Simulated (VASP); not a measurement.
Crystal: TiTe2.

```xyz
3
Lattice="3.7770 0.0000 0.0000 -1.8885 3.2710 0.0000 0.0000 0.0000 6.4980" Properties=species:S:1:pos:R:3 pbc="T T T"
Te    0.0000    2.1807    4.7903
Te    1.8885    1.0903    1.7077
Ti    0.0000    0.0000    0.0000
```

Program: VASP 6.6.1. Alike in all runs: task single point; potentials or basis VASP PAW PBE potentials, release 64 (Te, Ti_sv); no spin polarisation; cell as given; cutoff (eV) 520.

Order these runs on this cell by their pressure, lowest first.
A. level PBEsol-based global hybrid with 25 % exact exchange; k mesh 4 × 4 × 2; smearing fermi-dirac 0.05 eV; grid for exact exchange (PRECFOCK) Normal; share of exact exchange 0.25
B. level HSE06; k mesh 5 × 5 × 3; smearing fermi-dirac 0.05 eV; grid for exact exchange (PRECFOCK) Normal; share of exact exchange 0.25; screening parameter 0.2079 1/Å
C. level B3LYP; k mesh 4 × 4 × 2; smearing fermi-dirac 0.05 eV; grid for exact exchange (PRECFOCK) Normal; share of exact exchange 0.2
D. level PBE; k mesh 8 × 8 × 4; smearing gaussian 0.021 eV

A (-3.2 GPa), B (-0.7 GPa), D (0.9 GPa), C (3.1 GPa).

Caveats: some runs use coarse meshes; the PAW data sets were made with another functional, which shifts forces and pressure a little (at least some runs); this functional lacks dispersion, which binds layers or chains, so the pressure and a relaxed spacing across them are unreliable (at least some runs).
